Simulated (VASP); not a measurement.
# Zr (P6/mmm) in VASP: further runs

Runs on Zr. Level: LDA. Tasks: relaxation of cell and atoms, single point.

Program: VASP 6.6.1. These are calculated values, not measurements. Logs are shortened: lines on timing, memory, paths and dates and some standing lists are left out, and cuts for length are marked.

## (1) The cell of the first run

The structure is hexagonal, space group P6/mmm (No. 191). The conventional cell has a = 2.901 Å, b = 2.901 Å, c = 2.727 Å, α = 90.00°, β = 90.00°, γ = 120.00°. Zr (site symmetry 6/mmm) has 8 Zr at 2.73 to 2.90 Å within 3.6 Å.

## (2) Relaxation of cell and atoms, LDA, target pressure 15 GPa, at which the enthalpy is minimised

INCAR reads:

```
SYSTEM = Zr
PREC     = Accurate       ! precision mode
ENCUT    = 600            ! plane-wave cutoff, eV
EDIFF    = 1E-6           ! SCF threshold, eV
ISMEAR   = -1             ! smearing method
SIGMA    = 0.1            ! smearing width, eV
LREAL    = .FALSE.        ! projectors in reciprocal space
LASPH    = .TRUE.         ! aspherical terms in the spheres
NELM     = 100            ! most SCF steps
ALGO     = Normal         ! electronic algorithm
ISIF     = 3              ! what is computed and relaxed
LWAVE    = .FALSE.        ! write WAVECAR
LCHARG   = .FALSE.        ! write CHGCAR
GGA      = CA             ! functional
IBRION   = 2              ! ionic algorithm
NSW      = 60             ! ionic steps
EDIFFG   = -0.005         ! ionic threshold
PSTRESS  = 150.0
```

KPOINTS reads:

```
Automatic mesh
0
G
  15 15 14
  0 0 0
```

POSCAR reads:

```
Zr
1.0
    2.9005846918      0.0000000000      0.0000000000
   -1.4502923459      2.5119800289      0.0000000000
    0.0000000000      0.0000000000      2.7265496103
Zr
1
Direct
    0.0000000000      0.0000000000      0.0000000000
```

Potentials or basis: VASP PAW LDA potentials, release 64 (Zr_sv).

The run is started by

```bash
> cat potpaw_LDA.64/Zr_sv/POTCAR > POTCAR
> mpirun -np 1 vasp_std > vasp.out
```

OUTCAR:

```text
SYSTEM = Zr
   PREC = Accurate
   ENCUT = 600
   EDIFF = 1E-6
   ISMEAR = -1
   LREAL = .FALSE.
   LASPH = .TRUE.
   NELM = 100
   ISIF = 3
   GGA = CA
   IBRION = 2
   NSW = 60
   EDIFFG = -0.005
   PSTRESS = 150.0

 ion  position               nearest neighbor table
   1  0.000  0.000  0.000-

  LATTYP: Found a hexagonal cell.
 ALAT       =     2.9005846918
 C/A-ratio  =     0.9400000000

  Lattice vectors:

 A1 = (   2.9005846918,   0.0000000000,   0.0000000000)
 A2 = (  -1.4502923459,   2.5119800289,   0.0000000000)
 A3 = (   0.0000000000,   0.0000000000,   2.7265496103)

Analysis of symmetry for initial positions (statically):
=====================================================================
 Subroutine PRICEL returns:
 Original cell was already a primitive cell.

 Routine SETGRP: Setting up the symmetry group for a
 hexagonal supercell.

 Subroutine GETGRP returns: Found 24 space group operations
 (whereof 24 operations were pure point group operations)
 out of a pool of 24 trial point group operations.

The static configuration has the point symmetry D_6h.

Analysis of symmetry for dynamics (positions and initial velocities):
=====================================================================
 Subroutine PRICEL returns:
 Original cell was already a primitive cell.

 Routine SETGRP: Setting up the symmetry group for a
 hexagonal supercell.

 Subroutine GETGRP returns: Found 24 space group operations
 (whereof 24 operations were pure point group operations)
 out of a pool of 24 trial point group operations.

The dynamic configuration has the point symmetry D_6h.

 Subroutine INISYM returns: Found 24 space group operations
 (whereof 24 operations are pure point group operations),
 and found     1 'primitive' translations

----------------------------------------------------------------------------------------

                                     Primitive cell

  volume of cell :      19.8662

  direct lattice vectors                    reciprocal lattice vectors
     2.900584692  0.000000000  0.000000000     0.344758077  0.199046168  0.000000000
    -1.450292346  2.511980029  0.000000000     0.000000000  0.398092337  0.000000000
     0.000000000  0.000000000  2.726549610     0.000000000  0.000000000  0.366763912

  length of vectors
     2.900584692  2.900584692  2.726549610     0.398092337  0.398092337  0.366763912

  position of ions in fractional coordinates (direct lattice)
     0.000000000  0.000000000  0.000000000

  ion indices of the primitive-cell ions
   primitive index   ion index
                 1           1

----------------------------------------------------------------------------------------

 KPOINTS: Automatic mesh

Automatic generation of k-mesh.
 Grid dimensions read from file:
 generate k-points for:   15   15   14

 Generating k-lattice:

  Cartesian coordinates                     Fractional coordinates (reciprocal lattice)
     0.022983872  0.013269745  0.000000000     0.066666667  0.000000000  0.000000000
     0.000000000  0.026539489  0.000000000     0.000000000  0.066666667  0.000000000
     0.000000000  0.000000000  0.026197422     0.000000000  0.000000000  0.071428571

  Length of vectors
     0.026539489  0.026539489  0.026197422

  Shift w.r.t. Gamma in fractional coordinates (k-lattice)
     0.000000000  0.000000000  0.000000000

 Subroutine IBZKPT returns following result:
 ===========================================

 Found    216 irreducible k-points:

 Following reciprocal coordinates:
            Coordinates               Weight
  0.000000  0.000000  0.000000      1.000000
  0.066667  0.000000  0.000000      6.000000
  0.133333  0.000000  0.000000      6.000000
  0.200000  0.000000  0.000000      6.000000
  0.266667  0.000000  0.000000      6.000000
  0.333333  0.000000  0.000000      6.000000
[... 16 lines left out ...]
  0.333333  0.200000  0.000000     12.000000
  0.400000  0.200000  0.000000      6.000000
 [... further k-points ...]
   k-points           NKPTS =    216   k-points in BZ     NKDIM =    216   number of bands    NBANDS=     10
   number of dos      NEDOS =    301   number of ions     NIONS =      1
   total plane-waves  NPLWV =  13824
   dimension x,y,z NGX =    24 NGY =   24 NGZ =   24
   dimension x,y,z NGXF=    48 NGYF=   48 NGZF=   48
   ions per type =               1
   NGX,Y,Z   is equivalent  to a cutoff of  13.76, 13.76, 14.63 a.u.
   NGXF,Y,Z  is equivalent  to a cutoff of  27.51, 27.51, 29.27 a.u.
 SYSTEM =  Zr
   PREC   = accura    normal or accurate (medium, high low for compatibility)
   ISTART =      0    job   : 0-new  1-cont  2-samecut
   ICHARG =      2    charge: 1-file 2-atom 10-const
   ISPIN  =      1    spin polarized calculation?
   LNONCOLLINEAR =      F non collinear calculations
   LSORBIT =      F    spin-orbit coupling
   LASPH  =      T    aspherical Exc in radial PAW
   ENCUT  =  600.0 eV  44.10 Ry    6.64 a.u.   5.79  5.79  5.45*2*pi/ulx,y,z
   NELM   =    100;   NELMIN=  2; NELMDL= -5     # of ELM steps
   EDIFF  = 0.1E-05   stopping-criterion for ELM
   LREAL  =      F    real-space projection
   EDIFFG = -.5E-02   stopping-criterion for IOM
   NSW    =     60    number of steps for IOM
   IBRION =      2    ionic relax: 0-MD 1-quasi-New 2-CG
   NFREE  =      1    steps in history (QN), initial steepest desc. (CG)
   ISIF   =      3    stress and relaxation
   ISYM   =      2    0-nonsym 1-usesym 2-fastsym
   POTIM  = 0.5000    time-step for ionic-motion
   TEBEG  =    0.0;   TEEND  =   0.0 temperature during run
   PSTRESS=  150.0 pullay stress
   NELECT =      12.0000    total number of electrons
   NUPDOWN=      -1.0000    fix difference up-down
   EMIN   =  10.00;   EMAX   =-10.00  energy-range for DOS
   EFERMI =   0.00;   METHOD = LEGACY
   ISMEAR =    -1;   SIGMA  =   0.10  broadening in eV -4-tet -1-fermi 0-gaus
   EFERMI_NEDOS =   21; number of points for ismear=-14 and -15
   IALGO  =     38    algorithm
   IMIX   =      4    mixing-type and parameters
     AMIX     =   0.40;   BMIX     =  1.00
     AMIX_MAG =   1.60;   BMIX_MAG =  1.00
  volume/ion in A,a.u.               =      19.87       134.06
  Fermi-wavevector in a.u.,A,eV,Ry     =   1.383875  2.615145 26.056654  1.915110
  Thomas-Fermi vector in A             =   2.508432
   LORBIT       =      0    0 simple, 1 ext, 2 COOP (PROOUT), +10 PAW based schemes
   GGA     = CA    functional components
   LHFCALC =     F    Hartree Fock is set to
   AEXX    =    0.0000 exact exchange contribution
   IVDW    =     0    specifies the selected vdW correction
   LEPSILON=     F    determine dielectric tensor
   LRPA    =     F    only Hartree local field effects (RPA)
 conjugate gradient relaxation of ions
 non-spin polarized calculation
  energy-cutoff  :      600.00
  volume of cell :       19.87
 maximum number of plane-waves:       673
 NGX is ok and might be reduce to    24
   NGX = 11   NGY = 11   NGZ = 11

--------------------------------------- Ionic step        1  -------------------------------------------

 number of electron      12.0000000 magnetization

 Free energy of the ion-electron system (eV)
  ---------------------------------------------------
  ext. energy  EPLUGINS =         0.00000000
  ---------------------------------------------------
  free energy    TOTEN  =        -8.87633517 eV

  energy without entropy =       -8.84559561  energy(sigma->0) =       -8.86096539

------------------------ aborting loop because EDIFF is reached ----------------------------------------

  FORCE on cell =-STRESS in cart. coord.  units (eV):
  Direction    XX          YY          ZZ          XY          YZ          ZX
  --------------------------------------------------------------------------------------
  -------------------------------------------------------------------------------------
  Total        1.0434046      1.0434046      2.3049972      0.0000000      0.0000000     -0.0000000
  in kB       84.1488521     84.1488521    185.8942013      0.0000000      0.0000000     -0.0000000
  external PRESSURE =     -31.9360315 kB  Pullay stress =     150.0000000 kB
[... 133 lines left out ...]
  enthalpy is  TOTEN    =        -7.0400851853 eV   P V=        1.8357540625

--------------------------------------- Ionic step        5  -------------------------------------------

 number of electron      12.0000000 magnetization

 Free energy of the ion-electron system (eV)
  ---------------------------------------------------
  ext. energy  EPLUGINS =         0.00000000
  ---------------------------------------------------
  free energy    TOTEN  =        -8.86162721 eV

  energy without entropy =       -8.83633796  energy(sigma->0) =       -8.84898259

 E-fermi :  10.5588     XC(G=0): -12.0866

 val. band max:       10.5457412239   @ k =   0.1333   0.0000   0.3571
 cond. band min:      10.5950767365   @ k =   0.2000   0.0667   0.0714
 fundamental gap:      0.0493355126
 Fermi energy:        10.5588206780

 k-point     1 :       0.0000    0.0000    0.0000
  band No.  band energies     occupation
      1     -37.5966      2.00000
      2     -14.8970      2.00000
      3     -14.6073      2.00000
      4     -14.6073      2.00000
      5       5.2399      2.00000
      6       8.3121      2.00000
      7      11.8842      0.00000
      8      11.8842      0.00000
      9      17.5723      0.00000
     10      17.5723      0.00000
[... 287 lines left out ...]
 k-point    24 :       0.4000    0.2000    0.0000
  band No.  band energies     occupation
      1     -37.1726      2.00000
      2     -16.5452      2.00000
      3     -15.6227      2.00000
      4     -14.5929      2.00000
      5       8.7934      2.00000
      6       9.9869      1.99345
      7      11.7584      0.00001
      8      13.5104      0.00000
      9      15.3465      0.00000
     10      18.9204      0.00000

 [... further k-points ...]
[... 5 lines left out ...]
  --------------------------------------------------------------------------------------
  -------------------------------------------------------------------------------------
  Total        1.8172406      1.8172406      1.8183614      0.0000000      0.0000000      0.0000000
  in kB      149.7355268    149.7355268    149.8278735      0.0000000      0.0000000      0.0000000
  external PRESSURE =      -0.2336909 kB  Pullay stress =     150.0000000 kB
[... 16 lines left out ...]
  FREE ENERGIE OF THE ION-ELECTRON SYSTEM (eV)
  ---------------------------------------------------
  free  energy   TOTEN  =        -8.8616272114 eV

  energy  without entropy=       -8.8363379593  energy(sigma->0) =       -8.84898259

  enthalpy is  TOTEN    =        -7.0411768763 eV   P V=        1.8204503351

 reached required accuracy - stopping structural energy minimisation
```

Wall time 42 s (1 thread of Intel Xeon 6975P-C (Granite Rapids), shared host); peak memory 0.17 GiB.

What came out:

| Quantity | Value |
| --- | --- |
| Free energy | -8.8616 eV |
| Relaxed volume | 19.44 Å³/atom |
| Relaxed cell | a = 2.835 Å, b = 2.835 Å, c = 2.793 Å, α = 90.00°, β = 90.00°, γ = 120.00° |
| Space group after relaxing (to 0.05 Å) | P6/mmm (No. 191) |
| Energy change on relaxing (the enthalpy is what falls) | +14.7 meV/atom |
| Ionic steps | 5 |
| Pressure after relaxing | 15.0 GPa |
| Band gap on the k mesh | zero (band 6 reaches 11.30 eV, above the bottom of band 7 at 10.14 eV) |

The path:
```
step  energy change (eV)  largest force (eV/Å)  pressure (GPa)  volume (Å³)
   1              0.0000                0.0000           11.81        19.87
   2              0.0977                0.0000           20.96        18.73
   3              0.0392                0.0000           16.66        19.21
   4              0.0005                0.0000           13.91        19.61
   5              0.0147                0.0000           14.98        19.44
```

Final structure:
```
Zr
1.0
     2.83547    0.00000    0.00000
    -1.41773    2.45559    0.00000
     0.00000    0.00000    2.79266
Zr
1
Direct
  0.00000 0.00000 0.00000
```

Caveat: the cell is relaxed towards a set pressure, so the enthalpy falls and the energy may rise.

[end of part 1 of 2]
